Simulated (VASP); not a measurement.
# Ti2BN3 (P6/mmm) in VASP: notebook

Ti2BN3 is run at these levels: PBE; tasks: single point, relaxation of cell and atoms.

Program: VASP 6.6.1. These are calculated values, not measurements. Logs are shortened: lines on timing, memory, paths and dates and some standing lists are left out, and cuts for length are marked.

## (1) The cell of the first run

It takes space group P6/mmm (No. 191, hexagonal). The conventional cell has a = 5.272 Å, b = 5.272 Å, c = 2.719 Å, α = 90.00°, β = 90.00°, γ = 120.00°. Within 2.7 Å of Ti (site symmetry -6m2) lie 6 N at 2.04 Å. Within 3.6 Å of B (site symmetry 6/mmm) lie 2 B at 2.72 Å and 12 N at 2.97 Å and 6 Ti at 3.04 Å. Within 2.7 Å of N (site symmetry mmm) lie 4 Ti at 2.04 Å and 4 N at 2.64 Å.

## (2) Single point, PBE

INCAR reads:

```
  ALGO = Normal
  EDIFF = 1E-7
  ENCUT = 520
  GGA = PE
  ISIF = 2
  ISMEAR = 0
  LASPH = True
  LCHARG = False
  LREAL = False
  LWAVE = False
  NBANDS = 30
  NELM = 60
  PREC = Accurate
  SIGMA = 0.1
```

KPOINTS reads:

```
k-points
0
Gamma
  12 12 14
```

POSCAR reads:

```
Ti2BN3
1.0
    5.2722513651      0.0000000000      0.0000000000
   -2.6361256825      4.5659036173      0.0000000000
    0.0000000000      0.0000000000      2.7191768215
Ti B N
2 1 3
Direct
    0.3333333333      0.6666666667      0.0000000000
    0.6666666667      0.3333333333      0.0000000000
    0.0000000000      0.0000000000      0.0000000000
    0.5000000000      0.0000000000      0.5000000000
    0.5000000000      0.5000000000      0.5000000000
    0.0000000000      0.5000000000      0.5000000000
```

Potentials or basis: VASP PAW PBE potentials, release 64 (Ti_sv, B, N).

Started as:

```bash
$ cat potpaw_PBE.64/Ti_sv/POTCAR potpaw_PBE.64/B/POTCAR potpaw_PBE.64/N/POTCAR > POTCAR
$ mpirun -np 1 vasp_std > vasp.out
```

OUTCAR:

```text
EDIFF = 1E-7
   ENCUT = 520
   GGA = PE
   ISIF = 2
   ISMEAR = 0
   LASPH = True
   LREAL = False
   NELM = 60
   PREC = Accurate

 ion  position               nearest neighbor table
   1  0.333  0.667  0.000-   4 2.04   4 2.04   6 2.04   6 2.04   5 2.04   5 2.04
   2  0.667  0.333  0.000-   4 2.04   4 2.04   6 2.04   6 2.04   5 2.04   5 2.04
   3  0.000  0.000  0.000-
   4  0.500  0.000  0.500-   1 2.04   2 2.04   1 2.04   2 2.04
   5  0.500  0.500  0.500-   1 2.04   2 2.04   1 2.04   2 2.04
   6  0.000  0.500  0.500-   1 2.04   2 2.04   1 2.04   2 2.04

  LATTYP: Found a hexagonal cell.
 ALAT       =     5.2722513651
 C/A-ratio  =     0.5157524999

  Lattice vectors:

 A1 = (   5.2722513651,   0.0000000000,   0.0000000000)
 A2 = (  -2.6361256825,   4.5659036173,   0.0000000000)
 A3 = (   0.0000000000,   0.0000000000,   2.7191768215)

Analysis of symmetry for initial positions (statically):
=====================================================================
 Subroutine PRICEL returns:
 Original cell was already a primitive cell.

 Routine SETGRP: Setting up the symmetry group for a
 hexagonal supercell.

 Subroutine GETGRP returns: Found 24 space group operations
 (whereof 24 operations were pure point group operations)
 out of a pool of 24 trial point group operations.

The static configuration has the point symmetry D_6h.

Analysis of symmetry for dynamics (positions and initial velocities):
=====================================================================
 Subroutine PRICEL returns:
 Original cell was already a primitive cell.

 Routine SETGRP: Setting up the symmetry group for a
 hexagonal supercell.

 Subroutine GETGRP returns: Found 24 space group operations
 (whereof 24 operations were pure point group operations)
 out of a pool of 24 trial point group operations.

The dynamic configuration has the point symmetry D_6h.

 Subroutine INISYM returns: Found 24 space group operations
 (whereof 24 operations are pure point group operations),
 and found     1 'primitive' translations

----------------------------------------------------------------------------------------

                                     Primitive cell

  volume of cell :      65.4576

  direct lattice vectors                    reciprocal lattice vectors
     5.272251365  0.000000000  0.000000000     0.189672292  0.109507349  0.000000000
    -2.636125682  4.565903617  0.000000000     0.000000000  0.219014698  0.000000000
     0.000000000  0.000000000  2.719176822     0.000000000  0.000000000  0.367758357

  length of vectors
     5.272251365  5.272251365  2.719176822     0.219014698  0.219014698  0.367758357

  position of ions in fractional coordinates (direct lattice)
     0.333333333  0.666666667  0.000000000
     0.666666667  0.333333333  0.000000000
     0.000000000  0.000000000  0.000000000
     0.500000000  0.000000000  0.500000000
     0.500000000  0.500000000  0.500000000
     0.000000000  0.500000000  0.500000000

  ion indices of the primitive-cell ions
   primitive index   ion index
                 1           1
                 2           2
                 3           3
                 4           4
                 5           5
                 6           6

----------------------------------------------------------------------------------------

 KPOINTS: k-points

Automatic generation of k-mesh.
 Grid dimensions read from file:
 generate k-points for:   12   12   14

 Generating k-lattice:

  Cartesian coordinates                     Fractional coordinates (reciprocal lattice)
     0.015806024  0.009125612  0.000000000     0.083333333  0.000000000  0.000000000
     0.000000000  0.018251225  0.000000000     0.000000000  0.083333333  0.000000000
     0.000000000  0.000000000  0.026268454     0.000000000  0.000000000  0.071428571

  Length of vectors
     0.018251225  0.018251225  0.026268454

  Shift w.r.t. Gamma in fractional coordinates (k-lattice)
     0.000000000  0.000000000  0.000000000

 Subroutine IBZKPT returns following result:
 ===========================================

 Found    152 irreducible k-points:

 Following reciprocal coordinates:
            Coordinates               Weight
  0.000000  0.000000  0.000000      1.000000
  0.083333  0.000000  0.000000      6.000000
  0.166667  0.000000  0.000000      6.000000
  0.250000  0.000000  0.000000      6.000000
  0.333333  0.000000  0.000000      6.000000
  0.416667  0.000000  0.000000      6.000000
[... 16 lines left out ...]
  0.250000  0.000000  0.071429     12.000000
  0.333333  0.000000  0.071429     12.000000
 [... further k-points ...]
   k-points           NKPTS =    152   k-points in BZ     NKDIM =    152   number of bands    NBANDS=     30
   number of dos      NEDOS =    301   number of ions     NIONS =      6
   total plane-waves  NPLWV =  32000
   dimension x,y,z NGX =    40 NGY =   40 NGZ =   20
   dimension x,y,z NGXF=    80 NGYF=   80 NGZF=   40
   ions per type =               2   1   3
   NGX,Y,Z   is equivalent  to a cutoff of  12.61, 12.61, 12.23 a.u.
   NGXF,Y,Z  is equivalent  to a cutoff of  25.23, 25.23, 24.46 a.u.
 SYSTEM =  unknown system
   PREC   = accura    normal or accurate (medium, high low for compatibility)
   ISTART =      0    job   : 0-new  1-cont  2-samecut
   ICHARG =      2    charge: 1-file 2-atom 10-const
   ISPIN  =      1    spin polarized calculation?
   LNONCOLLINEAR =      F non collinear calculations
   LSORBIT =      F    spin-orbit coupling
   LASPH  =      T    aspherical Exc in radial PAW
   ENCUT  =  520.0 eV  38.22 Ry    6.18 a.u.   9.80  9.80  5.06*2*pi/ulx,y,z
   NELM   =     60;   NELMIN=  2; NELMDL= -5     # of ELM steps
   EDIFF  = 0.1E-06   stopping-criterion for ELM
   LREAL  =      F    real-space projection
   EDIFFG = 0.1E-05   stopping-criterion for IOM
   NSW    =      0    number of steps for IOM
   IBRION =     -1    ionic relax: 0-MD 1-quasi-New 2-CG
   NFREE  =      0    steps in history (QN), initial steepest desc. (CG)
   ISIF   =      2    stress and relaxation
   ISYM   =      2    0-nonsym 1-usesym 2-fastsym
   POTIM  = 0.5000    time-step for ionic-motion
   TEBEG  =    0.0;   TEEND  =   0.0 temperature during run
   PSTRESS=    0.0 pullay stress
   NELECT =      42.0000    total number of electrons
   NUPDOWN=      -1.0000    fix difference up-down
   EMIN   =  10.00;   EMAX   =-10.00  energy-range for DOS
   EFERMI =   0.00;   METHOD = LEGACY
   ISMEAR =     0;   SIGMA  =   0.10  broadening in eV -4-tet -1-fermi 0-gaus
   EFERMI_NEDOS =   21; number of points for ismear=-14 and -15
   IALGO  =     38    algorithm
   IMIX   =      4    mixing-type and parameters
     AMIX     =   0.40;   BMIX     =  1.00
     AMIX_MAG =   1.60;   BMIX_MAG =  1.00
  volume/ion in A,a.u.               =      10.91        73.62
  Fermi-wavevector in a.u.,A,eV,Ry     =   1.412010  2.668312 27.126925  1.993773
  Thomas-Fermi vector in A             =   2.533803
   LORBIT       =      0    0 simple, 1 ext, 2 COOP (PROOUT), +10 PAW based schemes
   GGA     = PE    functional components
   LHFCALC =     F    Hartree Fock is set to
   AEXX    =    0.0000 exact exchange contribution
   IVDW    =     0    specifies the selected vdW correction
   LEPSILON=     F    determine dielectric tensor
   LRPA    =     F    only Hartree local field effects (RPA)
 non-spin polarized calculation
 Gauss-broadening in eV      SIGMA  =   0.10
  energy-cutoff  :      520.00
  volume of cell :       65.46
 maximum number of plane-waves:      1788
 NGX is ok and might be reduce to    40
   NGX = 19   NGY = 19   NGZ = 11

 number of electron      42.0000010 magnetization

 Free energy of the ion-electron system (eV)
  ---------------------------------------------------
  ext. energy  EPLUGINS =         0.00000000
  ---------------------------------------------------
  free energy    TOTEN  =       -48.31603655 eV

  energy without entropy =      -48.30642905  energy(sigma->0) =      -48.31123280

 E-fermi :   6.4791     XC(G=0): -11.5242

 val. band max:        6.4790595324   @ k =   0.3333   0.0000   0.5000
 cond. band min:       6.4848815181   @ k =   0.2500   0.0000   0.3571
 fundamental gap:      0.0058219857
 Fermi energy:         6.4791079617

 k-point     1 :       0.0000    0.0000    0.0000
  band No.  band energies     occupation
      1     -50.5386      2.00000
      2     -50.4949      2.00000
      3     -26.9521      2.00000
      4     -26.9521      2.00000
      5     -26.7172      2.00000
      6     -26.7172      2.00000
[... 22 lines left out ...]
     29       9.3995      0.00000
     30      11.2147      0.00000

 k-point     2 :       0.0833    0.0000    0.0000
  band No.  band energies     occupation
      1     -50.5379      2.00000
      2     -50.4956      2.00000
      3     -26.9531      2.00000
      4     -26.9491      2.00000
      5     -26.7205      2.00000
      6     -26.7162      2.00000
[... 22 lines left out ...]
     29       9.3553      0.00000
     30      11.1692      0.00000

 k-point     3 :       0.1667    0.0000    0.0000
  band No.  band energies     occupation
      1     -50.5360      2.00000
      2     -50.4975      2.00000
      3     -26.9559      2.00000
      4     -26.9402      2.00000
      5     -26.7299      2.00000
      6     -26.7134      2.00000
[... 22 lines left out ...]
     29       9.2765      0.00000
     30      11.0431      0.00000

 k-point     4 :       0.2500    0.0000    0.0000
  band No.  band energies     occupation
      1     -50.5331      2.00000
      2     -50.5005      2.00000
      3     -26.9596      2.00000
      4     -26.9267      2.00000
      5     -26.7441      2.00000
      6     -26.7097      2.00000
[... 616 lines left out ...]
     29       9.5384      0.00000
     30      10.9122      0.00000

 k-point    23 :       0.2500    0.0000    0.0714
  band No.  band energies     occupation
      1     -50.5283      2.00000
      2     -50.4959      2.00000
      3     -26.9526      2.00000
      4     -26.9200      2.00000
      5     -26.7388      2.00000
      6     -26.7046      2.00000
[... 22 lines left out ...]
     29       9.7661      0.00000
     30      10.7054      0.00000

 k-point    24 :       0.3333    0.0000    0.0714
  band No.  band energies     occupation
      1     -50.5247      2.00000
      2     -50.4996      2.00000
      3     -26.9561      2.00000
      4     -26.9041      2.00000
      5     -26.7554      2.00000
      6     -26.7010      2.00000
[... 22 lines left out ...]
     29      10.0689      0.00000
     30      10.5000      0.00000

 [... further k-points ...]

------------------------ aborting loop because EDIFF is reached ----------------------------------------

  FORCE on cell =-STRESS in cart. coord.  units (eV):
  Direction    XX          YY          ZZ          XY          YZ          ZX
  --------------------------------------------------------------------------------------
  -------------------------------------------------------------------------------------
  Total        0.0998473      0.0998473      0.1480706      0.0000000     -0.0000000      0.0000000
  in kB        2.4439183      2.4439183      3.6242585      0.0000000     -0.0000000      0.0000000
  external PRESSURE =       2.8373651 kB  Pullay stress =       0.0000000 kB

 VOLUME and BASIS-vectors are now :
 -----------------------------------------------------------------------------
  energy-cutoff  :      520.00
  volume of cell :       65.46
      direct lattice vectors                 reciprocal lattice vectors
     5.272251365  0.000000000  0.000000000     0.189672292  0.109507349  0.000000000
    -2.636125682  4.565903617  0.000000000     0.000000000  0.219014698  0.000000000
     0.000000000  0.000000000  2.719176822     0.000000000  0.000000000  0.367758357

 POSITION                                       TOTAL-FORCE (eV/Angst)
 -----------------------------------------------------------------------------------
     -0.00000      3.04394      0.00000        -0.000000      0.000000      0.000000
      2.63613      1.52197      0.00000         0.000000      0.000000      0.000000
      0.00000      0.00000      0.00000        -0.000000      0.000000      0.000000
      2.63613      0.00000      1.35959        -0.000000      0.000000      0.000000
      1.31806      2.28295      1.35959        -0.000000      0.000000      0.000000
     -1.31806      2.28295      1.35959        -0.000000      0.000000      0.000000
 -----------------------------------------------------------------------------------
    total drift:                                0.000000     -0.000000      0.000000

  FREE ENERGIE OF THE ION-ELECTRON SYSTEM (eV)
  ---------------------------------------------------
  free  energy   TOTEN  =       -48.3160365474 eV

  energy  without entropy=      -48.3064290475  energy(sigma->0) =      -48.31123280
```

Run time: 2.3 min. Hardware: 1 thread of Intel Xeon 6975P-C (Granite Rapids), shared host; peak memory 0.36 GiB.

Results:

* Free energy: -48.3160 eV
* Pressure: 0.3 GPa
* Band gap on the k mesh: zero (band 21 reaches 7.05 eV, above the bottom of band 22 at 5.80 eV)

Stress tensor (GPa, compression positive):
```
0.24 0.00 0.00
0.00 0.24 0.00
0.00 0.00 0.36
```

## (3) Single point, PBE, collinear spin, ferromagnetic start

This run uses another cell than the first one, of 10.29 Å³/atom, 0.943 times its volume.

INCAR reads:

```
SYSTEM = Ti2BN3
  PREC = Accurate
  ENCUT = 520
  EDIFF = 1E-6
  ISMEAR = 0
  SIGMA = 0.1
  LREAL = .False.
  LASPH = .True.
  NELM = 150
  ALGO = Normal
  ISIF = 2
  LWAVE = .False.
  LCHARG = .False.
  ISPIN = 2
  MAGMOM = -1 -1 0 0 0 0
  LORBIT = 11
  LMAXMIX = 4
  GGA = PE
  NBANDS = 34
```

KPOINTS reads:

```
regular mesh
0
Gamma
  6 6 6
  0 0 0
```

POSCAR reads:

```
Ti2BN3
1.0
    4.9051563800      0.0000000000      0.0000000000
   -2.4525781900      4.2479900300      0.0000000000
    0.0000000000      0.0000000000      2.9630827500
Ti B N
2 1 3
Direct
    0.3333333300      0.6666666700      0.0000000000
    0.6666666700      0.3333333300      0.0000000000
    0.0000000000      0.0000000000      0.0000000000
    0.5000000000      0.0000000000      0.5000000000
    0.5000000000      0.5000000000      0.5000000000
    0.0000000000      0.5000000000      0.5000000000
```

Potentials or basis: VASP PAW PBE potentials, release 64 (Ti_sv, B, N).

Started as:

```bash
$ cat potpaw_PBE.64/Ti_sv/POTCAR potpaw_PBE.64/B/POTCAR potpaw_PBE.64/N/POTCAR > POTCAR
$ mpirun -np 1 vasp_std > vasp.out
```

Run time: 50 s. Hardware: 1 thread of Intel Xeon 6975P-C (Granite Rapids), shared host; peak memory 0.24 GiB.

It converged, with:

```yaml
Free_energy: -47.3406 eV
Pressure: 2.4 GPa
Band_gap_on_the_k_mesh: zero (filled and empty bands overlap)
Net_moment: 0.00 μB per cell
Valence_electrons_inside_the_program's_atomic_spheres: Ti 10.43; B 1.38; N 3.67
```

Stress tensor (GPa, compression positive):
```
 17.21   0.00   0.00
  0.00  17.21   0.00
  0.00   0.00 -27.36
```

Levels at points of the mesh, in eV from the Fermi level:
Spin up:
```
           k point  band 18  band 19  band 20  band 21  band 22  band 23  band 24  band 25
(0.00, 0.00, 0.00)    -1.90    -0.40    -0.40    -0.04     0.54     1.53     1.53     1.93
(0.50, 0.00, 0.00)    -2.76    -2.03    -1.77    -0.72    -0.14     2.08     2.10     2.45
(0.00, 0.00, 0.50)    -2.09    -1.31    -1.31    -0.54    -0.35    -0.35     0.94     2.33
(0.50, 0.00, 0.50)    -3.68    -2.81    -1.93    -0.68     0.37     1.26     1.34     2.02
```
Spin down:
| k point | band 17 | band 18 | band 19 | band 20 | band 21 | band 22 | band 23 | band 24 | band 25 | band 26 |
| --- | --- | --- | --- | --- | --- | --- | --- | --- | --- | --- |
| (0.00, 0.00, 0.00) | -3.96 | -1.90 | -0.40 | -0.40 | -0.04 | 0.54 | 1.53 | 1.53 | 1.93 | 1.93 |
| (0.50, 0.00, 0.00) | -3.53 | -2.76 | -2.03 | -1.76 | -0.72 | -0.14 | 2.08 | 2.10 | 2.45 | 2.76 |
| (0.00, 0.00, 0.50) | -4.23 | -2.09 | -1.31 | -1.31 | -0.54 | -0.35 | -0.35 | 0.94 | 2.33 | 3.26 |
| (0.50, 0.00, 0.50) | -3.79 | -3.68 | -2.81 | -1.93 | -0.68 | 0.37 | 1.26 | 1.34 | 2.02 | 2.59 |

[end of part 1 of 2]
